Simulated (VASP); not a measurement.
# SnO2 (fluorite type) (Fm-3m) in VASP: further runs

The runs below take SnO2 (fluorite type) through single point, with PBE.

Program: VASP 6.6.1. These are calculated values, not measurements. Logs are shortened: lines on timing, memory, paths and dates and some standing lists are left out, and cuts for length are marked.

### Step 1. The cell of the first run

It takes space group Fm-3m (No. 225, cubic). The conventional cell has a = 5.038 Å, b = 5.038 Å, c = 5.038 Å, α = 90.00°, β = 90.00°, γ = 90.00°. Sn (site symmetry m-3m) has 8 O at 2.18 Å within 2.9 Å. O (site symmetry -43m) has 4 Sn at 2.18 Å and 6 O at 2.52 Å within 2.9 Å.

### Step 2. Single point, PBE

The input, INCAR:

```
SYSTEM = SnO2
ALGO = Normal
EDIFF = 1E-6
ENCUT = 520
GGA = PE
ISIF = 2
ISMEAR = -1
LASPH = .True.
LCHARG = .False.
LREAL = .False.
LWAVE = .False.
NBANDS = 20
NELM = 100
PREC = Accurate
SIGMA = 0.06122561905347299
```

The input, KPOINTS:

```
k-points
0
Gamma
  13 13 13
  0 0 0
```

The input, POSCAR:

```
SnO2
1.0
    0.0000000000      2.5189496884      2.5189496884
    2.5189496884      0.0000000000      2.5189496884
    2.5189496884      2.5189496884      0.0000000000
Sn O
1 2
Direct
    0.0000000000      0.0000000000      0.0000000000
    0.2500000000      0.2500000000      0.2500000000
    0.7500000000      0.7500000000      0.7500000000
```

Potentials or basis: VASP PAW PBE potentials, release 64 (Sn_d, O).

The run is started by

```sh
> cat potpaw_PBE.64/Sn_d/POTCAR potpaw_PBE.64/O/POTCAR > POTCAR
> mpirun -np 1 vasp_std > vasp.out
```

OUTCAR:

```text
SYSTEM = SnO2
   EDIFF = 1E-6
   ENCUT = 520
   GGA = PE
   ISIF = 2
   ISMEAR = -1
   LASPH = .True.
   LREAL = .False.
   NELM = 100
   PREC = Accurate

 ion  position               nearest neighbor table
   1  0.000  0.000  0.000-   3 2.18   3 2.18   3 2.18   2 2.18   3 2.18   2 2.18   2 2.18   2 2.18

   2  0.250  0.250  0.250-   1 2.18   1 2.18   1 2.18   1 2.18
   3  0.750  0.750  0.750-   1 2.18   1 2.18   1 2.18   1 2.18

  LATTYP: Found a face centered cubic cell.
 ALAT       =     5.0378993768

  Lattice vectors:

 A1 = (   0.0000000000,   2.5189496884,   2.5189496884)
 A2 = (   2.5189496884,   0.0000000000,   2.5189496884)
 A3 = (   2.5189496884,   2.5189496884,   0.0000000000)

Analysis of symmetry for initial positions (statically):
=====================================================================
 Subroutine PRICEL returns:
 Original cell was already a primitive cell.

 Routine SETGRP: Setting up the symmetry group for a
 face centered cubic supercell.

 Subroutine GETGRP returns: Found 48 space group operations
 (whereof 48 operations were pure point group operations)
 out of a pool of 48 trial point group operations.

The static configuration has the point symmetry O_h .

Analysis of symmetry for dynamics (positions and initial velocities):
=====================================================================
 Subroutine PRICEL returns:
 Original cell was already a primitive cell.

 Routine SETGRP: Setting up the symmetry group for a
 face centered cubic supercell.

 Subroutine GETGRP returns: Found 48 space group operations
 (whereof 48 operations were pure point group operations)
 out of a pool of 48 trial point group operations.

The dynamic configuration has the point symmetry O_h .

 Subroutine INISYM returns: Found 48 space group operations
 (whereof 48 operations are pure point group operations),
 and found     1 'primitive' translations

----------------------------------------------------------------------------------------

                                     Primitive cell

  volume of cell :      31.9660

  direct lattice vectors                    reciprocal lattice vectors
     0.000000000  2.518949688  2.518949688    -0.198495429  0.198495429  0.198495429
     2.518949688  0.000000000  2.518949688     0.198495429 -0.198495429  0.198495429
     2.518949688  2.518949688  0.000000000     0.198495429  0.198495429 -0.198495429

  length of vectors
     3.562332812  3.562332812  3.562332812     0.343804169  0.343804169  0.343804169

  position of ions in fractional coordinates (direct lattice)
     0.000000000  0.000000000  0.000000000
     0.250000000  0.250000000  0.250000000
     0.750000000  0.750000000  0.750000000

  ion indices of the primitive-cell ions
   primitive index   ion index
                 1           1
                 2           2
                 3           3

----------------------------------------------------------------------------------------

 KPOINTS: k-points

Automatic generation of k-mesh.
 Grid dimensions read from file:
 generate k-points for:   13   13   13

 Generating k-lattice:

  Cartesian coordinates                     Fractional coordinates (reciprocal lattice)
    -0.015268879  0.015268879  0.015268879     0.076923077  0.000000000  0.000000000
     0.015268879 -0.015268879  0.015268879     0.000000000  0.076923077  0.000000000
     0.015268879  0.015268879 -0.015268879     0.000000000  0.000000000  0.076923077

  Length of vectors
     0.026446475  0.026446475  0.026446475

  Shift w.r.t. Gamma in fractional coordinates (k-lattice)
     0.000000000  0.000000000  0.000000000

 Subroutine IBZKPT returns following result:
 ===========================================

 Found     84 irreducible k-points:

 Following reciprocal coordinates:
            Coordinates               Weight
  0.000000  0.000000  0.000000      1.000000
  0.076923  0.000000  0.000000      8.000000
  0.153846  0.000000  0.000000      8.000000
  0.230769  0.000000  0.000000      8.000000
  0.307692  0.000000  0.000000      8.000000
  0.384615  0.000000  0.000000      8.000000
[... 16 lines left out ...]
  0.384615  0.153846  0.000000     24.000000
  0.461538  0.153846  0.000000     24.000000
 [... further k-points ...]
   k-points           NKPTS =     84   k-points in BZ     NKDIM =     84   number of bands    NBANDS=     20
   number of dos      NEDOS =    301   number of ions     NIONS =      3
   total plane-waves  NPLWV =  21952
   dimension x,y,z NGX =    28 NGY =   28 NGZ =   28
   dimension x,y,z NGXF=    56 NGYF=   56 NGZF=   56
   ions per type =               1   2
   NGX,Y,Z   is equivalent  to a cutoff of  13.07, 13.07, 13.07 a.u.
   NGXF,Y,Z  is equivalent  to a cutoff of  26.13, 26.13, 26.13 a.u.
 SYSTEM =  SnO2
   PREC   = accura    normal or accurate (medium, high low for compatibility)
   ISTART =      0    job   : 0-new  1-cont  2-samecut
   ICHARG =      2    charge: 1-file 2-atom 10-const
   ISPIN  =      1    spin polarized calculation?
   LNONCOLLINEAR =      F non collinear calculations
   LSORBIT =      F    spin-orbit coupling
   LASPH  =      T    aspherical Exc in radial PAW
   ENCUT  =  520.0 eV  38.22 Ry    6.18 a.u.   6.62  6.62  6.62*2*pi/ulx,y,z
   NELM   =    100;   NELMIN=  2; NELMDL= -5     # of ELM steps
   EDIFF  = 0.1E-05   stopping-criterion for ELM
   LREAL  =      F    real-space projection
   EDIFFG = 0.1E-04   stopping-criterion for IOM
   NSW    =      0    number of steps for IOM
   IBRION =     -1    ionic relax: 0-MD 1-quasi-New 2-CG
   NFREE  =      0    steps in history (QN), initial steepest desc. (CG)
   ISIF   =      2    stress and relaxation
   ISYM   =      2    0-nonsym 1-usesym 2-fastsym
   POTIM  = 0.5000    time-step for ionic-motion
   TEBEG  =    0.0;   TEEND  =   0.0 temperature during run
   PSTRESS=    0.0 pullay stress
   NELECT =      26.0000    total number of electrons
   NUPDOWN=      -1.0000    fix difference up-down
   EMIN   =  10.00;   EMAX   =-10.00  energy-range for DOS
   EFERMI =   0.00;   METHOD = LEGACY
   ISMEAR =    -1;   SIGMA  =   0.06  broadening in eV -4-tet -1-fermi 0-gaus
   EFERMI_NEDOS =   21; number of points for ismear=-14 and -15
   IALGO  =     38    algorithm
   IMIX   =      4    mixing-type and parameters
     AMIX     =   0.40;   BMIX     =  1.00
     AMIX_MAG =   1.60;   BMIX_MAG =  1.00
  volume/ion in A,a.u.               =      10.66        71.91
  Fermi-wavevector in a.u.,A,eV,Ry     =   1.528163  2.887810 31.773458  2.335283
  Thomas-Fermi vector in A             =   2.635960
   LORBIT       =      0    0 simple, 1 ext, 2 COOP (PROOUT), +10 PAW based schemes
   GGA     = PE    functional components
   LHFCALC =     F    Hartree Fock is set to
   AEXX    =    0.0000 exact exchange contribution
   IVDW    =     0    specifies the selected vdW correction
   LEPSILON=     F    determine dielectric tensor
   LRPA    =     F    only Hartree local field effects (RPA)
 non-spin polarized calculation
  energy-cutoff  :      520.00
  volume of cell :       31.97
 maximum number of plane-waves:       887
   NGX = 13   NGY = 13   NGZ = 13

 number of electron      25.9999997 magnetization

 Free energy of the ion-electron system (eV)
  ---------------------------------------------------
  ext. energy  EPLUGINS =         0.00000000
  ---------------------------------------------------
  free energy    TOTEN  =       -17.82433189 eV

  energy without entropy =      -17.82423195  energy(sigma->0) =      -17.82428192

 E-fermi :   8.6466     XC(G=0): -12.0187

 val. band max:        8.2495921647   @ k =  -0.3077   0.4615   0.2308
 cond. band min:       8.7482631177   @ k =   0.0000   0.0000   0.0000
 fundamental gap:      0.4986709530
 Fermi energy:         8.6466148005

 k-point     1 :       0.0000    0.0000    0.0000
  band No.  band energies     occupation
      1     -12.2724      2.00000
      2     -12.2724      2.00000
      3     -12.2724      2.00000
      4     -12.1003      2.00000
      5     -12.1003      2.00000
      6     -11.6044      2.00000
[... 12 lines left out ...]
     19      23.7116      0.00000
     20      23.7116      0.00000

 k-point     2 :       0.0769    0.0000    0.0000
  band No.  band energies     occupation
      1     -12.3005      2.00000
      2     -12.2670      2.00000
      3     -12.2670      2.00000
      4     -12.1007      2.00000
      5     -12.1007      2.00000
      6     -11.5406      2.00000
[... 12 lines left out ...]
     19      23.7327      0.00000
     20      23.7327      0.00000

 k-point     3 :       0.1538    0.0000    0.0000
  band No.  band energies     occupation
      1     -12.3875      2.00000
      2     -12.2530      2.00000
      3     -12.2530      2.00000
      4     -12.1005      2.00000
      5     -12.1005      2.00000
      6     -11.3364      2.00000
[... 12 lines left out ...]
     19      23.7924      0.00000
     20      23.7924      0.00000

 k-point     4 :       0.2308    0.0000    0.0000
  band No.  band energies     occupation
      1     -12.5160      2.00000
      2     -12.2369      2.00000
      3     -12.2369      2.00000
      4     -12.0963      2.00000
      5     -12.0963      2.00000
      6     -10.9889      2.00000
[... 12 lines left out ...]
     19      23.8723      0.00000
     20      24.5899      0.00000

 k-point     5 :       0.3077    0.0000    0.0000
  band No.  band energies     occupation
      1     -12.6502      2.00000
      2     -12.2255      2.00000
      3     -12.2255      2.00000
      4     -12.0860      2.00000
      5     -12.0860      2.00000
      6     -10.5219      2.00000
[... 12 lines left out ...]
     19      23.9283      0.00000
     20      24.9053      0.00000
[... 353 lines left out ...]
      6     -11.0513      2.00000
[... 12 lines left out ...]
     19      24.1392      0.00000
     20      25.7481      0.00000

 k-point    22 :       0.3077    0.1538    0.0000
  band No.  band energies     occupation
      1     -12.5849      2.00000
      2     -12.2590      2.00000
      3     -12.1998      2.00000
      4     -12.1271      2.00000
      5     -12.0755      2.00000
      6     -10.6725      2.00000
[... 12 lines left out ...]
     19      24.3147      0.00000
     20      26.7198      0.00000

 k-point    23 :       0.3846    0.1538    0.0000
  band No.  band energies     occupation
      1     -12.6715      2.00000
      2     -12.2851      2.00000
      3     -12.1916      2.00000
      4     -12.1245      2.00000
      5     -12.0658      2.00000
      6     -10.1812      2.00000
[... 12 lines left out ...]
     19      24.4310      0.00000
     20      26.9041      0.00000

 k-point    24 :       0.4615    0.1538    0.0000
  band No.  band energies     occupation
      1     -12.7359      2.00000
      2     -12.3050      2.00000
      3     -12.1894      2.00000
      4     -12.1169      2.00000
      5     -12.0607      2.00000
      6      -9.6319      2.00000
[... 12 lines left out ...]
     19      24.3494      0.00000
     20      26.8783      0.00000

 [... further k-points ...]

------------------------ aborting loop because EDIFF is reached ----------------------------------------

  FORCE on cell =-STRESS in cart. coord.  units (eV):
  Direction    XX          YY          ZZ          XY          YZ          ZX
  --------------------------------------------------------------------------------------
  -------------------------------------------------------------------------------------
  Total        2.8466935      2.8466935      2.8466935     -0.0000000     -0.0000000      0.0000000
  in kB      142.6799046    142.6799046    142.6799046     -0.0000000     -0.0000000      0.0000000
  external PRESSURE =     142.6799046 kB  Pullay stress =       0.0000000 kB

 VOLUME and BASIS-vectors are now :
 -----------------------------------------------------------------------------
  energy-cutoff  :      520.00
  volume of cell :       31.97
      direct lattice vectors                 reciprocal lattice vectors
     0.000000000  2.518949688  2.518949688    -0.198495429  0.198495429  0.198495429
     2.518949688  0.000000000  2.518949688     0.198495429 -0.198495429  0.198495429
     2.518949688  2.518949688  0.000000000     0.198495429  0.198495429 -0.198495429

 POSITION                                       TOTAL-FORCE (eV/Angst)
 -----------------------------------------------------------------------------------
      0.00000      0.00000      0.00000         0.000000     -0.000000      0.000000
      1.25947      1.25947      1.25947        -0.000000     -0.000000     -0.000000
      3.77842      3.77842      3.77842         0.000000      0.000000      0.000000
 -----------------------------------------------------------------------------------
    total drift:                               -0.000000     -0.000000      0.000000

  FREE ENERGIE OF THE ION-ELECTRON SYSTEM (eV)
  ---------------------------------------------------
  free  energy   TOTEN  =       -17.8243318880 eV

  energy  without entropy=      -17.8242319455  energy(sigma->0) =      -17.82428192
```

Run time: 30 s. Hardware: 1 thread of Intel Xeon 6975P-C (Granite Rapids), shared host; peak memory 0.19 GiB.

Results:

- Free energy: -17.8243 eV
- Pressure: 14.3 GPa
- Band gap on the k mesh: 0.50 eV (least direct gap 1.89 eV)

Caveat: the cell stands under pressure; semilocal functionals underestimate gaps, and a narrow one can read as zero; spin-orbit coupling is left out, which moves the levels of the heavy elements; an odd mesh through Γ misses points on the zone boundary, where band edges can lie.

### Step 3. Single point, PBE

The input, INCAR:

```
PREC = Accurate
ENCUT = 520
EDIFF = 1E-6
ISMEAR = -1
SIGMA = 0.06122561905347299
LREAL = F
LASPH = T
NELM = 100
ALGO = Normal
ISIF = 2
LWAVE = F
LCHARG = F
GGA = PE
NBANDS = 20
```

The input, KPOINTS:

```
regular mesh
0
Gamma
  13 13 13
```

POSCAR is that of step 2.

Potentials or basis: VASP PAW PBE potentials, release 64 (Sn_d, O).

The run is started by

```sh
> cat potpaw_PBE.64/Sn_d/POTCAR potpaw_PBE.64/O/POTCAR > POTCAR
> mpirun -np 1 vasp_std > vasp.out
```

Wall time 34 s (1 thread of Intel Xeon 6975P-C (Granite Rapids), shared host); peak memory 0.19 GiB.

Results (log left out):

| Property | Result |
| --- | --- |
| Free energy | -17.8243 eV |
| Pressure | 14.3 GPa |
| Band gap on the k mesh | 0.50 eV (least direct gap 1.89 eV) |

Levels at points of the mesh, in eV from the valence-band top:
| k point | band 9 | band 10 | band 11 | band 12 | band 13 | band 14 | band 15 | band 16 | band 17 | band 18 |
| --- | --- | --- | --- | --- | --- | --- | --- | --- | --- | --- |
| (0.00, 0.00, 0.00) | -2.94 | -2.94 | -1.39 | -1.39 | -1.39 | 0.50 | 7.23 | 7.23 | 7.23 | 13.68 |

Caveat: the cell stands under pressure; semilocal functionals underestimate gaps, and a narrow one can read as zero; spin-orbit coupling is left out, which moves the levels of the heavy elements; an odd mesh through Γ misses points on the zone boundary, where band edges can lie.
